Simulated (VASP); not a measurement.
# Pb in VASP: further runs, part 2 of 3

VASP 6.6.1. Earlier steps stand in the parts before.

## 3. Single point, PBEsol (volume scaled by 1.04)

Input file INCAR:

```
SYSTEM = Pb
PREC = Accurate
ENCUT = 520
EDIFF = 1E-6
ISMEAR = -1
SIGMA = 0.05
LREAL = .FALSE.
LASPH = .TRUE.
NELM = 80
ALGO = Normal
ISIF = 2
LWAVE = .FALSE.
LCHARG = .TRUE.
GGA = PS
LELF = .TRUE.
LVHAR = .TRUE.
NBANDS = 13
```

Input file KPOINTS:

```
Automatic mesh
0
G
  9 9 9
  0 0 0
```

Input file POSCAR:

```
Pb
1.0
    0.0000000000      2.5075897876      2.5075897876
    2.5075897876      0.0000000000      2.5075897876
    2.5075897876      2.5075897876      0.0000000000
Pb
1
Direct
    0.0000000000      0.0000000000      0.0000000000
```

Potentials or basis: VASP PAW PBE potentials, release 64 (Pb_d).

Command:

```bash
cat potpaw_PBE.64/Pb_d/POTCAR > POTCAR
mpirun -np 1 vasp_std > vasp.out
```

OUTCAR:

```text
SYSTEM = Pb
   PREC = Accurate
   ENCUT = 520
   EDIFF = 1E-6
   ISMEAR = -1
   LREAL = .FALSE.
   LASPH = .TRUE.
   NELM = 80
   ISIF = 2
   GGA = PS

 ion  position               nearest neighbor table
   1  0.000  0.000  0.000-

  LATTYP: Found a face centered cubic cell.
 ALAT       =     5.0151795752

  Lattice vectors:

 A1 = (   0.0000000000,   2.5075897876,   2.5075897876)
 A2 = (   2.5075897876,   0.0000000000,   2.5075897876)
 A3 = (   2.5075897876,   2.5075897876,   0.0000000000)

Analysis of symmetry for initial positions (statically):
[... 5 lines left out ...]
 face centered cubic supercell.

 Subroutine GETGRP returns: Found 48 space group operations
 (whereof 48 operations were pure point group operations)
 out of a pool of 48 trial point group operations.

The static configuration has the point symmetry O_h .

Analysis of symmetry for dynamics (positions and initial velocities):
[... 5 lines left out ...]
 face centered cubic supercell.

 Subroutine GETGRP returns: Found 48 space group operations
 (whereof 48 operations were pure point group operations)
 out of a pool of 48 trial point group operations.

The dynamic configuration has the point symmetry O_h .

 Subroutine INISYM returns: Found 48 space group operations
 (whereof 48 operations are pure point group operations),
 and found     1 'primitive' translations

----------------------------------------------------------------------------------------

                                     Primitive cell

  volume of cell :      31.5355

  direct lattice vectors                    reciprocal lattice vectors
     0.000000000  2.507589788  2.507589788    -0.199394655  0.199394655  0.199394655
     2.507589788  0.000000000  2.507589788     0.199394655 -0.199394655  0.199394655
     2.507589788  2.507589788  0.000000000     0.199394655  0.199394655 -0.199394655

  length of vectors
     3.546267486  3.546267486  3.546267486     0.345361673  0.345361673  0.345361673

  position of ions in fractional coordinates (direct lattice)
     0.000000000  0.000000000  0.000000000

  ion indices of the primitive-cell ions
   primitive index   ion index
                 1           1

----------------------------------------------------------------------------------------

 KPOINTS: Automatic mesh

Automatic generation of k-mesh.
 Grid dimensions read from file:
 generate k-points for:    9    9    9

 Generating k-lattice:

  Cartesian coordinates                     Fractional coordinates (reciprocal lattice)
    -0.022154962  0.022154962  0.022154962     0.111111111  0.000000000  0.000000000
     0.022154962 -0.022154962  0.022154962     0.000000000  0.111111111  0.000000000
     0.022154962  0.022154962 -0.022154962     0.000000000  0.000000000  0.111111111

  Length of vectors
     0.038373519  0.038373519  0.038373519

  Shift w.r.t. Gamma in fractional coordinates (k-lattice)
     0.000000000  0.000000000  0.000000000

 Subroutine IBZKPT returns following result:
 ===========================================

 Found     35 irreducible k-points:

 Following reciprocal coordinates:
            Coordinates               Weight
  0.000000  0.000000  0.000000      1.000000
  0.111111  0.000000  0.000000      8.000000
  0.222222  0.000000  0.000000      8.000000
  0.333333  0.000000  0.000000      8.000000
  0.444444  0.000000  0.000000      8.000000
  0.111111  0.111111  0.000000      6.000000
[... 16 lines left out ...]
 -0.333333  0.333333  0.000000     12.000000
  0.444444  0.444444  0.000000      6.000000
 [... further k-points ...]
   k-points           NKPTS =     35   k-points in BZ     NKDIM =     35   number of bands    NBANDS=     13
   number of dos      NEDOS =    301   number of ions     NIONS =      1
   total plane-waves  NPLWV =  21952
   dimension x,y,z NGX =    28 NGY =   28 NGZ =   28
   dimension x,y,z NGXF=    56 NGYF=   56 NGZF=   56
   ions per type =               1
   NGX,Y,Z   is equivalent  to a cutoff of  13.13, 13.13, 13.13 a.u.
   NGXF,Y,Z  is equivalent  to a cutoff of  26.25, 26.25, 26.25 a.u.
 SYSTEM =  Pb
   PREC   = accura    normal or accurate (medium, high low for compatibility)
   ISTART =      0    job   : 0-new  1-cont  2-samecut
   ICHARG =      2    charge: 1-file 2-atom 10-const
   ISPIN  =      1    spin polarized calculation?
   LNONCOLLINEAR =      F non collinear calculations
   LSORBIT =      F    spin-orbit coupling
   LASPH  =      T    aspherical Exc in radial PAW
   ENCUT  =  520.0 eV  38.22 Ry    6.18 a.u.   6.59  6.59  6.59*2*pi/ulx,y,z
   NELM   =     80;   NELMIN=  2; NELMDL= -5     # of ELM steps
   EDIFF  = 0.1E-05   stopping-criterion for ELM
   LREAL  =      F    real-space projection
   EDIFFG = 0.1E-04   stopping-criterion for IOM
   NSW    =      0    number of steps for IOM
   IBRION =     -1    ionic relax: 0-MD 1-quasi-New 2-CG
   NFREE  =      0    steps in history (QN), initial steepest desc. (CG)
   ISIF   =      2    stress and relaxation
   ISYM   =      2    0-nonsym 1-usesym 2-fastsym
   POTIM  = 0.5000    time-step for ionic-motion
   TEBEG  =    0.0;   TEEND  =   0.0 temperature during run
   PSTRESS=    0.0 pullay stress
   NELECT =      14.0000    total number of electrons
   NUPDOWN=      -1.0000    fix difference up-down
   EMIN   =  10.00;   EMAX   =-10.00  energy-range for DOS
   EFERMI =   0.00;   METHOD = LEGACY
   ISMEAR =    -1;   SIGMA  =   0.05  broadening in eV -4-tet -1-fermi 0-gaus
   EFERMI_NEDOS =   21; number of points for ismear=-14 and -15
   IALGO  =     38    algorithm
   IMIX   =      4    mixing-type and parameters
     AMIX     =   0.40;   BMIX     =  1.00
     AMIX_MAG =   1.60;   BMIX_MAG =  1.00
  volume/ion in A,a.u.               =      31.54       212.81
  Fermi-wavevector in a.u.,A,eV,Ry     =   1.248871  2.360025 21.220728  1.559680
  Thomas-Fermi vector in A             =   2.382938
   LORBIT       =      0    0 simple, 1 ext, 2 COOP (PROOUT), +10 PAW based schemes
   GGA     = PS    functional components
   LHFCALC =     F    Hartree Fock is set to
   AEXX    =    0.0000 exact exchange contribution
   IVDW    =     0    specifies the selected vdW correction
   LEPSILON=     F    determine dielectric tensor
   LRPA    =     F    only Hartree local field effects (RPA)
 non-spin polarized calculation
  energy-cutoff  :      520.00
  volume of cell :       31.54
 maximum number of plane-waves:       869
   NGX = 13   NGY = 13   NGZ = 13

 number of electron      14.0000002 magnetization

 Free energy of the ion-electron system (eV)
  ---------------------------------------------------
  ext. energy  EPLUGINS =         0.00000000
  ---------------------------------------------------
  free energy    TOTEN  =        -4.00635254 eV

  energy without entropy =       -4.00300947  energy(sigma->0) =       -4.00468101

 E-fermi :   6.5312     XC(G=0): -10.1549

 val. band max:        6.3118188339   @ k =  -0.3333   0.3333   0.1111
 cond. band min:       6.5509035549   @ k =   0.3333   0.3333   0.0000
 fundamental gap:      0.2390847211
 Fermi energy:         6.5312136428

 k-point     1 :       0.0000    0.0000    0.0000
  band No.  band energies     occupation
      1     -10.2955      2.00000
      2     -10.2955      2.00000
      3     -10.2955      2.00000
      4     -10.1697      2.00000
      5     -10.1697      2.00000
      6      -4.8383      2.00000
      7      13.7749      0.00000
      8      13.7749      0.00000
      9      13.7749      0.00000
     10      16.4060      0.00000
     11      17.4875      0.00000
     12      18.8633      0.00000
     13      18.8633      0.00000

 k-point     2 :       0.1111    0.0000    0.0000
  band No.  band energies     occupation
      1     -10.2957      2.00000
      2     -10.2807      2.00000
      3     -10.2807      2.00000
      4     -10.1697      2.00000
      5     -10.1697      2.00000
      6      -4.6102      2.00000
      7      11.4894      0.00000
      8      13.5053      0.00000
      9      13.5053      0.00000
     10      15.9422      0.00000
     11      18.5555      0.00000
     12      19.3422      0.00000
     13      19.3422      0.00000
[... 321 lines left out ...]
 k-point    23 :      -0.3333    0.3333    0.0000
  band No.  band energies     occupation
      1     -10.3430      2.00000
      2     -10.2008      2.00000
      3     -10.1592      2.00000
      4     -10.1401      2.00000
      5     -10.0828      2.00000
      6      -0.5227      2.00000
      7       4.9192      2.00000
      8       5.1963      2.00000
      9      10.2004      0.00000
     10      13.4552      0.00000
     11      20.1287      0.00000
     12      21.7499      0.00000
     13      21.8358      0.00000

 k-point    24 :       0.4444    0.4444    0.0000
  band No.  band energies     occupation
      1     -10.4362      2.00000
      2     -10.3519      2.00000
      3     -10.0618      2.00000
      4     -10.0267      2.00000
      5     -10.0267      2.00000
      6      -0.5038      2.00000
      7       4.0396      2.00000
      8       8.7604      0.00000
      9       8.7604      0.00000
     10      12.0188      0.00000
     11      13.2416      0.00000
     12      24.7189      0.00000
     13      26.1786      0.00000

 [... further k-points ...]
[... 5 lines left out ...]
  --------------------------------------------------------------------------------------
  -------------------------------------------------------------------------------------
  Total       -0.4445446     -0.4445446     -0.4445446      0.0000000      0.0000000     -0.0000000
  in kB      -22.5853306    -22.5853306    -22.5853306      0.0000000      0.0000000     -0.0000000
  external PRESSURE =     -22.5853306 kB  Pullay stress =       0.0000000 kB

 VOLUME and BASIS-vectors are now :
 -----------------------------------------------------------------------------
  energy-cutoff  :      520.00
  volume of cell :       31.54
      direct lattice vectors                 reciprocal lattice vectors
     0.000000000  2.507589788  2.507589788    -0.199394655  0.199394655  0.199394655
     2.507589788  0.000000000  2.507589788     0.199394655 -0.199394655  0.199394655
     2.507589788  2.507589788  0.000000000     0.199394655  0.199394655 -0.199394655

 POSITION                                       TOTAL-FORCE (eV/Angst)
 -----------------------------------------------------------------------------------
      0.00000      0.00000      0.00000        -0.000000     -0.000000     -0.000000
 -----------------------------------------------------------------------------------
    total drift:                               -0.000000     -0.000000     -0.000000

  FREE ENERGIE OF THE ION-ELECTRON SYSTEM (eV)
  ---------------------------------------------------
  free  energy   TOTEN  =        -4.0063525437 eV

  energy  without entropy=       -4.0030094703  energy(sigma->0) =       -4.00468101
```

stdout:

```text
POSCAR found type information on POSCAR Pb
 POSCAR found :  1 types and       1 ions
 scaLAPACK will be used
 -----------------------------------------------------------------------------
|                                                                             |
|                                                                             |
|     You enforced a specific xc type in the INCAR file but a different       |
|     I HOPE YOU KNOW WHAT YOU ARE DOING!                                     |
|                                                                             |
 -----------------------------------------------------------------------------

 LDA part: xc-table for (Slater+PW92), standard interpolation
 POSCAR, INCAR and KPOINTS ok, starting setup
 FFT: planning ... GRIDC
 FFT: planning ... GRID_SOFT
 FFT: planning ... GRID
 WAVECAR not read
 entering main loop
```

Run time: 5.2 s. Hardware: 1 thread of Intel Xeon 6975P-C (Granite Rapids), shared host; peak memory 0.15 GiB.

Results:

```
Free energy            : -4.0064 eV
Pressure               : -2.3 GPa
Band gap on the k mesh : zero (band 7 reaches 13.77 eV, above the bottom of band 8 at 5.20 eV)
```

Caveat: the cell differs from its parent crystal (volume scaled by 1.04); the PAW data sets were made with another functional, which shifts forces and pressure a little; spin-orbit coupling is left out, which moves the levels of the heavy elements.

## 4. Single point, PBEsol (the cell strained at random)

Input file INCAR:

```
PREC = Accurate ; ENCUT = 520
EDIFF = 1E-7 ; ISMEAR = -1
SIGMA = 0.05 ; LREAL = F
LASPH = T ; NELM = 80
ALGO = Fast ; ISIF = 2
LWAVE = F ; LCHARG = F
GGA = PS ; NBANDS = 13
```

Input file KPOINTS:

```
regular mesh
0
Gamma
  9 9 9
```

Input file POSCAR:

```
Pb
1.0
   -0.0069630000      2.4696840000      2.4484290000
    2.4475870000     -0.0269830000      2.4684490000
    2.4538240000      2.4959410000     -0.0332200000
Pb
1
Direct
   -0.0123650000      0.0070870000      0.0165600000
```

Command:

```bash
cat potpaw_PBE.64/Pb_d/POTCAR > POTCAR
mpirun -np 1 vasp_std > vasp.out
```

Run time: 72 s. Hardware: 1 thread of Intel Xeon 6975P-C (Granite Rapids), shared host; peak memory 0.26 GiB.

It converged, with:

```
Free energy            : -4.0154 eV
Pressure               : -0.7 GPa
Band gap on the k mesh : zero (band 7 reaches 14.27 eV, above the bottom of band 8 at 5.48 eV)
```

Stress tensor (GPa, compression positive):
```
-0.46 -0.01  0.17
-0.01 -0.84  0.72
 0.17  0.72 -0.67
```

Levels at points of the mesh, in eV from the Fermi level:
| k point | band 4 | band 5 | band 6 | band 7 | band 8 | band 9 | band 10 | band 11 |
| --- | --- | --- | --- | --- | --- | --- | --- | --- |
| (0.00, 0.00, 0.00) | -16.71 | -16.69 | -11.62 | 7.32 | 7.52 | 7.81 | 9.94 | 11.39 |

Caveat: the cell differs from its parent crystal (the cell strained at random); the PAW data sets were made with another functional, which shifts forces and pressure a little; spin-orbit coupling is left out, which moves the levels of the heavy elements.

## 5. Single point, r2SCAN, non-collinear spin, zero start, spin-orbit coupling

This run uses another cell than the first one, of 32.14 Å³/atom, 1.039 times its volume.

Input file POSCAR:

```
Pb
1.0
    0.0000000000      2.5235621278      2.5235621278
    2.5235621278      0.0000000000      2.5235621278
    2.5235621278      2.5235621278      0.0000000000
Pb
1
Direct
    0.0000000000      0.0000000000      0.0000000000
```

Input file INCAR.step1:

```
SYSTEM = Pb
PREC = Accurate
ENCUT = 520
ISMEAR = -1
SIGMA = 0.05
LREAL = .FALSE.
LASPH = .TRUE.
NELM = 150
MAGMOM = 0 0 0
LSORBIT = .TRUE.
GGA_COMPAT = .FALSE.
NBANDS = 25
GGA = PE
ALGO = Normal
EDIFF = 1E-4
LWAVE = .TRUE.
LCHARG = .FALSE.
```

Input file INCAR.step2:

```
SYSTEM = Pb
PREC = Accurate
ENCUT = 520
EDIFF = 1E-6
ISMEAR = -1
SIGMA = 0.05
LREAL = .FALSE.
LASPH = .TRUE.
NELM = 150
ALGO = Normal
ISIF = 2
LWAVE = .FALSE.
LCHARG = .FALSE.
MAGMOM = 0 0 0
LORBIT = 11
LSORBIT = .TRUE.
GGA_COMPAT = .FALSE.
LORBMOM = .TRUE.
METAGGA = R2SCAN
LMIXTAU = .TRUE.
NBANDS = 25
ISTART = 1
```

Input file KPOINTS:

```
Automatic mesh
0
G
  9 9 9
  0 0 0
```

Command:

```bash
cat potpaw_PBE.64/Pb_d/POTCAR > POTCAR
cp INCAR.step1 INCAR
mpirun -np 1 vasp_ncl > vasp.out
cp INCAR.step2 INCAR
mpirun -np 1 vasp_ncl > vasp.out
```

It took 3.2 min on 1 thread of Intel Xeon Platinum 8488C (Sapphire Rapids), shared host; peak memory 0.29 GiB.

It converged, with:

- Free energy: -56.8205 eV
- Pressure: -1.3 GPa
- Net moment: 0.00 μB per cell
- Valence electrons inside the program's atomic spheres: Pb 11.93

Moments on the atoms (μB; x, y, z):
```
Pb  0.00 0.00 0.00
```

Caveat: the PAW data sets were made with another functional, which shifts forces and pressure a little.

(Part 2 of 3 ends here.)
